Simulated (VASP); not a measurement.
Here is a VASP 6.6.1 calculation.

The input POSCAR:

```
Ge
1.0
   -1.5866819298      1.5866819298      1.8478636534
    1.5866819298     -1.5866819298      1.8478636534
    1.5866819298      1.5866819298     -1.8478636534
Ge
1
Direct
    0.5000000000      0.5000000000      0.0000000000
```

The input INCAR.step1:

```
ALGO = Normal ; EDIFF = 1E-5
ENCUT = 520 ; GGA = PE
ISIF = 2 ; ISMEAR = -1
LASPH = True ; LREAL = False
LWAVE = True ; NBANDS = 13
NELM = 80 ; PREC = Accurate
SIGMA = 0.05
```

File INCAR.step2:

```
AEXX = 0.25 ; ALGO = Normal
EDIFF = 1E-6 ; ENCUT = 520
ISIF = 2 ; ISMEAR = -1
ISTART = 1 ; LASPH = True
LCHARG = True ; LELF = True
LHFCALC = True ; LMIXTAU = True
LREAL = False ; LVHAR = True
LWAVE = False ; METAGGA = R2SCAN
NBANDS = 13 ; NELM = 80
PREC = Accurate ; PRECFOCK = Normal
SIGMA = 0.05
```

Contents of KPOINTS:

```
k-points
0
Gamma
  6 6 6
```

Potentials or basis: VASP PAW PBE potentials, release 64 (Ge_d).

Launch:

```bash
$ cat potpaw_PBE.64/Ge_d/POTCAR > POTCAR
$ cp INCAR.step1 INCAR
$ mpirun -np 1 vasp_std > vasp.out
$ cp INCAR.step2 INCAR
$ mpirun -np 1 vasp_std > vasp.out
```

**Question.** What does it give for the band gap on the k mesh?

**Answer.** Zero (bands 7 and 8 overlap by 14.54 eV).

**Question.** Estimate the pressure.

**Answer.** 0.2 GPa.

Stress tensor (GPa, compression positive):
```
 4.23  0.00  0.00
 0.00  4.23  0.00
 0.00  0.00 -7.90
```

Caveat: the k points lie up to 0.43 Å⁻¹ apart, too coarse for converged energies and pressures of a metal; the PAW data sets were made with another functional, which shifts forces and pressure a little.
